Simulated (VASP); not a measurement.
## Al6N5 (a cell with a defect): single point with PBEsol

The system is Al6N5 (a cell with a defect).

```xyz
11
Lattice="-3.3015 0.0000 4.1399 1.6507 -2.8592 4.1399 1.6507 2.8592 4.1399" Properties=species:S:1:pos:R:3 pbc="T T T"
Al    1.6507   -0.9531    7.2448
Al    0.0000    1.9061    7.2448
Al   -1.6507   -0.9531    7.2448
Al   -1.6507    0.9531    5.1748
Al    1.6507    0.9531    5.1748
Al    0.0000   -1.9061    5.1748
N     0.0000    1.9061    5.1748
N    -1.6507   -0.9531    5.1748
N    -2.0800    1.2009    7.2231
N     1.6507    0.9531    7.2448
N     0.0000   -1.9061    7.2448
```

This cell differs from its parent crystal: atom 9 moved 0.125 of the way to it and +0.350 Å across, host rigid.

| Quantity | Value |
| --- | --- |
| Program | VASP 6.6.1 |
| Task | single point |
| Functional | PBEsol |
| Potentials or basis | VASP PAW PBE potentials, release 64 (Al, N) |
| Cutoff | 520 eV |
| k mesh | 6 × 6 × 6 |
| Occupations | gaussian, width 0.05 eV |
| Spin | no spin polarisation |

The largest force is 25.618 eV/Å.

Forces on the atoms (eV/Å):
```
Al  -18.812  10.867   3.005
Al   -0.883   0.259   0.025
Al   -0.728   0.487  -2.918
Al    1.438  -0.713   0.024
Al   -0.282   2.506   0.295
Al   -1.962  -1.143  -0.033
N    -0.242  -0.153   1.390
N    -0.124   0.005  -0.287
N    21.911 -13.184  -1.533
N     0.151  -0.216   0.020
N    -0.467   1.285   0.010
```

Levels at points of the mesh, in eV from the Fermi level:
```tsv
k point	band 16	band 17	band 18	band 19	band 20	band 21	band 22	band 23	band 24	band 25
(0.00, 0.00, 0.00)	-2.01	-1.48	-0.53	-0.37	-0.06	0.33	3.73	4.31	4.72	6.21
(0.50, 0.00, 0.00)	-1.92	-1.69	-1.12	-0.80	-0.23	0.29	3.16	4.18	5.22	5.75
(0.00, 0.50, 0.00)	-1.94	-1.48	-1.18	-0.64	-0.14	0.16	3.16	3.73	4.98	5.86
(0.00, 0.00, 0.50)	-2.03	-1.24	-0.97	-0.32	-0.28	0.06	3.07	4.40	4.97	5.73
(0.50, 0.50, 0.00)	-2.20	-1.78	-1.54	-0.74	-0.30	0.20	3.36	4.02	5.03	5.52
(0.50, 0.00, 0.50)	-1.77	-1.62	-1.43	-0.79	-0.19	0.09	3.64	3.83	4.95	5.70
(0.00, 0.50, 0.50)	-1.91	-1.54	-1.35	-0.49	-0.17	0.34	3.48	3.93	4.37	5.37
(0.50, 0.50, 0.50)	-1.76	-1.73	-1.56	-1.39	-1.23	1.01	3.38	3.80	4.04	6.33
```

Wall time 9.5 min on 1 thread of Oxide Virtual Turin-like Processor, with other jobs on the host, peak memory 0.4 GiB.

Caveat: the cell carries a net charge on a neutralising background, which shifts energy and pressure; the cell differs from its parent crystal (atom 9 moved 0.125 of the way to it and +0.350 Å across, host rigid); the cell is charged against a uniform background, so pressure and absolute levels hang on convention; the PAW data sets were made with another functional, which shifts forces and pressure a little.
